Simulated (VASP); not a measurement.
# SnS2 (P-3m1) in VASP: notebook, part 2 of 2

VASP 6.6.1. Earlier steps stand in the parts before.

## Step 3: Single point, r2SCAN, non-collinear spin, zero start, spin-orbit coupling

This run uses another cell than the first one, of 23.06 Å³/atom.

File POSCAR:

```
SnS2
1.0
    3.6607548065      0.0000000000      0.0000000000
   -1.8303774033      3.1703066595      0.0000000000
    0.0000000000      0.0000000000      5.9617808569
Sn S
1 2
Direct
    0.0000000000      0.0000000000      0.0000000000
    0.3333333333      0.6666666667      0.2455905360
    0.6666666667      0.3333333333      0.7544094640
```

File INCAR.step1:

```
ALGO = Normal
EDIFF = 1E-5
ENCUT = 550
GGA = PE
GGA_COMPAT = F
ISMEAR = 0
LASPH = T
LCHARG = F
LNONCOLLINEAR = T
LREAL = F
LSORBIT = T
LWAVE = T
MAGMOM = 0 0 0 0 0 0 0 0 0
NBANDS = 39
NELM = 200
PREC = Accurate
SIGMA = 0.01
```

File INCAR.step2:

```
ALGO = Normal
EDIFF = 1E-6
ENCUT = 550
GGA_COMPAT = F
ISIF = 2
ISMEAR = 0
ISTART = 1
LASPH = T
LCHARG = F
LMIXTAU = T
LNONCOLLINEAR = T
LORBIT = 11
LORBMOM = T
LREAL = F
LSORBIT = T
LWAVE = F
MAGMOM = 0 0 0 0 0 0 0 0 0
METAGGA = R2SCAN
NBANDS = 39
NELM = 200
PREC = Accurate
SIGMA = 0.01
```

File KPOINTS:

```
k-points
0
Gamma
  12 12 4
```

Potentials or basis: VASP PAW PBE potentials, release 64 (Sn_d, S).

Started as:

```
> cat potpaw_PBE.64/Sn_d/POTCAR potpaw_PBE.64/S/POTCAR > POTCAR
> cp INCAR.step1 INCAR
> mpirun -np 1 vasp_ncl > vasp.out
> cp INCAR.step2 INCAR
> mpirun -np 1 vasp_ncl > vasp.out
```

OUTCAR:

```text
EDIFF = 1E-6
   ENCUT = 550
   ISIF = 2
   ISMEAR = 0
   ISTART = 1
   LASPH = T
   LNONCOLLINEAR = T
   LORBIT = 11
   LREAL = F
   LSORBIT = T
   METAGGA = R2SCAN
   NELM = 200
   PREC = Accurate

 ion  position               nearest neighbor table
   1  0.000  0.000  0.000-   2 2.57   3 2.57   3 2.57   2 2.57   3 2.57   2 2.57
   2  0.333  0.667  0.246-   1 2.57   1 2.57   1 2.57
   3  0.667  0.333  0.754-   1 2.57   1 2.57   1 2.57

  LATTYP: Found a hexagonal cell.
 ALAT       =     3.6607548065
 C/A-ratio  =     1.6285660122

  Lattice vectors:

 A1 = (   3.6607548065,   0.0000000000,   0.0000000000)
 A2 = (  -1.8303774033,   3.1703066595,   0.0000000000)
 A3 = (   0.0000000000,   0.0000000000,   5.9617808569)

Analysis of symmetry for initial positions (statically):
=====================================================================
 Subroutine PRICEL returns:
 Original cell was already a primitive cell.

[... 1256 lines left out ...]
     0.0000000    -0.0011553     0.0000000    -0.0011553    -0.0046660
    -0.0011553     0.0000000    -0.0034864    -0.0011445    -0.0011553
     0.0000000    -0.0034864     0.0000000    -0.0034864     0.0000000
    -0.0011553    -0.0011445    -0.0034864     0.0000000    -0.0011553
    -0.0046660    -0.0011553     0.0000000    -0.0011553     0.0000000
 l=   3
     0.0000000     0.0000000     0.0000000     0.0000000     0.0000000     0.0000000     0.0000000
     0.0000000     0.0000000     0.0000000     0.0000000     0.0000000     0.0000000     0.0000000
     0.0000000     0.0000000     0.0000000     0.0000000     0.0000000     0.0000000     0.0000000
     0.0000000     0.0000000     0.0000000     0.0000000     0.0000000     0.0000000     0.0000000
[... 29 lines left out ...]
 l=   2
     0.0000000     0.0000000     0.0000000     0.0000000     0.0000000
     0.0000000     0.0000000     0.0000000     0.0000000     0.0000000
     0.0000000     0.0000000     0.0000000     0.0000000     0.0000000
     0.0000000     0.0000000     0.0000000     0.0000000     0.0000000
     0.0000000     0.0000000     0.0000000     0.0000000     0.0000000
 l=   3
     0.0000000     0.0000000     0.0000000     0.0000000     0.0000000     0.0000000     0.0000000
     0.0000000     0.0000000     0.0000000     0.0000000     0.0000000     0.0000000     0.0000000
     0.0000000     0.0000000     0.0000000     0.0000000     0.0000000     0.0000000     0.0000000
     0.0000000     0.0000000     0.0000000     0.0000000     0.0000000     0.0000000     0.0000000
     0.0000000     0.0000000     0.0000000     0.0000000     0.0000000     0.0000000     0.0000000
     0.0000000     0.0000000     0.0000000     0.0000000     0.0000000     0.0000000     0.0000000
     0.0000000     0.0000000     0.0000000     0.0000000     0.0000000     0.0000000     0.0000000

 total charge

# of ion       s       p       d       tot
------------------------------------------
    1        0.978   1.074  10.155  12.207
    2        1.353   2.366   0.000   3.719
    3        1.353   2.366   0.000   3.719
--------------------------------------------------
tot          3.683   5.807  10.155  19.645

 magnetization (x)

# of ion       s       p       d       tot
------------------------------------------
    1       -0.000   0.000  -0.000  -0.000
    2        0.000   0.000   0.000   0.000
    3        0.000   0.000   0.000   0.000
--------------------------------------------------
tot         -0.000   0.000  -0.000  -0.000

 magnetization (y)

# of ion       s       p       d       tot
------------------------------------------
    1       -0.000  -0.000   0.000  -0.000
    2        0.000   0.000   0.000   0.000
    3        0.000   0.000   0.000   0.000
--------------------------------------------------
tot         -0.000  -0.000   0.000  -0.000

 magnetization (z)

# of ion       s       p       d       tot
------------------------------------------
    1       -0.000  -0.000   0.000  -0.000
    2        0.000   0.000   0.000   0.000
    3        0.000   0.000   0.000   0.000
--------------------------------------------------
tot         -0.000  -0.000   0.000  -0.000
```

OUTCAR.step1:

```text
EDIFF = 1E-5
   ENCUT = 550
   GGA = PE
   ISMEAR = 0
   LASPH = T
   LNONCOLLINEAR = T
   LREAL = F
   LSORBIT = T
[... 1294 lines left out ...]
     0.0000000     0.0000000     0.0000000     0.0000000     0.0000000     0.0000000     0.0000000
     0.0000000     0.0000000     0.0000000     0.0000000     0.0000000     0.0000000     0.0000000
     0.0000000     0.0000000     0.0000000     0.0000000     0.0000000     0.0000000     0.0000000
     0.0000000     0.0000000     0.0000000     0.0000000     0.0000000     0.0000000     0.0000000
     0.0000000     0.0000000     0.0000000     0.0000000     0.0000000     0.0000000     0.0000000
     0.0000000     0.0000000     0.0000000     0.0000000     0.0000000     0.0000000     0.0000000

=======================================================================

 ========================================================
```

OSZICAR.step1:

```text
N       E                     dE             d eps       ncg     rms          rms(c)
DAV:   1     0.270997802225E+03    0.27100E+03   -0.12055E+04  5895   0.167E+03
DAV:   2     0.307994849496E+02   -0.24020E+03   -0.22657E+03  5490   0.502E+02
DAV:   3    -0.112594208049E+02   -0.42059E+02   -0.40982E+02  6301   0.162E+02
DAV:   4    -0.136441812374E+02   -0.23848E+01   -0.23690E+01  6662   0.425E+01
DAV:   5    -0.137196238704E+02   -0.75443E-01   -0.75417E-01  7500   0.767E+00    0.872E+00
DAV:   6    -0.132381269981E+02    0.48150E+00   -0.64451E-01  7928   0.109E+01    0.615E+00
DAV:   7    -0.132150170968E+02    0.23110E-01   -0.30397E-01  6861   0.356E+00    0.220E+00
DAV:   8    -0.132141660371E+02    0.85106E-03   -0.25301E-02  7783   0.170E+00    0.992E-01
DAV:   9    -0.132145131688E+02   -0.34713E-03   -0.26005E-03  6950   0.367E-01    0.294E-01
DAV:  10    -0.132145639024E+02   -0.50734E-04   -0.50305E-04  7804   0.233E-01    0.114E-01
DAV:  11    -0.132145844553E+02   -0.20553E-04   -0.19542E-04  6353   0.880E-02    0.379E-02
DAV:  12    -0.132146074322E+02   -0.22977E-04   -0.26105E-05  5688   0.409E-02    0.258E-02
DAV:  13    -0.132146075395E+02   -0.10733E-06   -0.12829E-06  4043   0.151E-02
   1 F= -.13214608E+02 E0= -.13214608E+02  d E =-.474655E-27  mag=    -0.0000     0.0000    -0.0000
```

It took 50 min on 1 thread of Oxide Virtual Turin-like, shared host; peak memory 0.55 GiB.

What came out:

```yaml
Free_energy: -42.2637 eV
Pressure: 0.8 GPa
Largest_force: 0.038 eV/Å
Net_moment: 0.00 μB per cell
Valence_electrons_inside_the_program's_atomic_spheres: Sn 12.21; S 3.72
```

Forces on the atoms (eV/Å):
```
Sn   0.000  0.000  0.000
S    0.000  0.000 -0.038
S    0.000  0.000  0.038
```

Moments on the atoms (μB; x, y, z):
```
Sn  0.00 0.00 0.00
S   0.00 0.00 0.00
S   0.00 0.00 0.00
```

Caveat: the PAW data sets were made with another functional, which shifts forces and pressure a little.

## Step 4: Single point, r2SCAN, non-collinear spin, zero start, spin-orbit coupling (epitaxial xy strain +1.0%)

File POSCAR:

```
SnS2
1.0
    3.6973623546      0.0000000000      0.0000000000
   -1.8486811773      3.2020097261      0.0000000000
    0.0000000000      0.0000000000      5.9154757573
Sn S
1 2
Direct
    0.0000000000      0.0000000000      0.0000000000
    0.3333333333      0.6666666667      0.2454187304
    0.6666666667      0.3333333333      0.7545812696
```

File INCAR.step1:

```
SYSTEM = SnS2
ALGO = Normal
EDIFF = 1E-5
ENCUT = 550
GGA = PE
GGA_COMPAT = .False.
ISMEAR = 0
LASPH = .True.
LCHARG = .False.
LREAL = .False.
LSORBIT = .True.
LWAVE = .True.
MAGMOM = 0 0 0 0 0 0 0 0 0
NBANDS = 39
NELM = 200
PREC = Accurate
SIGMA = 0.01
```

File INCAR.step2:

```
SYSTEM = SnS2
ALGO = Normal
EDIFF = 1E-6
ENCUT = 550
GGA_COMPAT = .False.
ISIF = 2
ISMEAR = 0
ISTART = 1
LASPH = .True.
LCHARG = .False.
LMIXTAU = .True.
LORBIT = 11
LORBMOM = .True.
LREAL = .False.
LSORBIT = .True.
LWAVE = .False.
MAGMOM = 0 0 0 0 0 0 0 0 0
METAGGA = R2SCAN
NBANDS = 39
NELM = 200
PREC = Accurate
SIGMA = 0.01
```

File KPOINTS:

```
k-points
0
Gamma
  12 12 4
  0 0 0
```

Started as:

```
> cat potpaw_PBE.64/Sn_d/POTCAR potpaw_PBE.64/S/POTCAR > POTCAR
> cp INCAR.step1 INCAR
> mpirun -np 1 vasp_ncl > vasp.out
> cp INCAR.step2 INCAR
> mpirun -np 1 vasp_ncl > vasp.out
```

It took 28 min on 1 thread of AMD EPYC 9755, shared host; peak memory 0.54 GiB.

It converged, with:

```yaml
Free_energy: -42.2614 eV
Pressure: -0.3 GPa
Largest_force: 0.041 eV/Å
Net_moment: 0.00 μB per cell
Valence_electrons_inside_the_program's_atomic_spheres: Sn 12.18; S 3.71
```

Forces on the atoms (eV/Å):
```
Sn   0.000  0.000  0.000
S    0.000  0.000 -0.041
S    0.000  0.000  0.041
```

Stress tensor (GPa, compression positive):
```
-0.77  0.00  0.00
 0.00 -0.77  0.00
 0.00  0.00  0.76
```

Moments on the atoms (μB; x, y, z):
```
Sn  0.00 0.00 0.00
S   0.00 0.00 0.00
S   0.00 0.00 0.00
```

Caveat: the cell differs from its parent crystal (epitaxial xy strain +1.0%); the PAW data sets were made with another functional, which shifts forces and pressure a little.

## Step 5: Summary

| cell | smearing | pressure (GPa) | moment (μB) | largest force (eV/Å) |
| --- | --- | --- | --- | --- |
| a = 3.771, b = 3.771, c = 5.808 Å, angles 90.0, 90.0, 120.0°, 3 atoms, atomic positions A | fermi-dirac 0.02 eV | -2.1 | 0.00 | 0.04 |
| a = 3.661, b = 3.661, c = 5.962 Å, angles 90.0, 90.0, 120.0°, 3 atoms, atomic positions B | gaussian 0.01 eV | 0.8 | 0.00 | 0.04 |
| a = 3.697, b = 3.697, c = 5.915 Å, angles 90.0, 90.0, 120.0°, 3 atoms, atomic positions A | gaussian 0.01 eV | -0.3 | 0.00 | 0.04 |

Alike in all rows: task single point; level r2SCAN; potentials or basis VASP PAW PBE potentials, release 64 (Sn_d, S); spin non-collinear, zero start, SOC; k mesh 12 × 12 × 4; cutoff (eV) 550.

Caveats: the PAW data sets were made with another functional, which shifts forces and pressure a little.

Absolute energies hang on the potentials; compare differences alone.
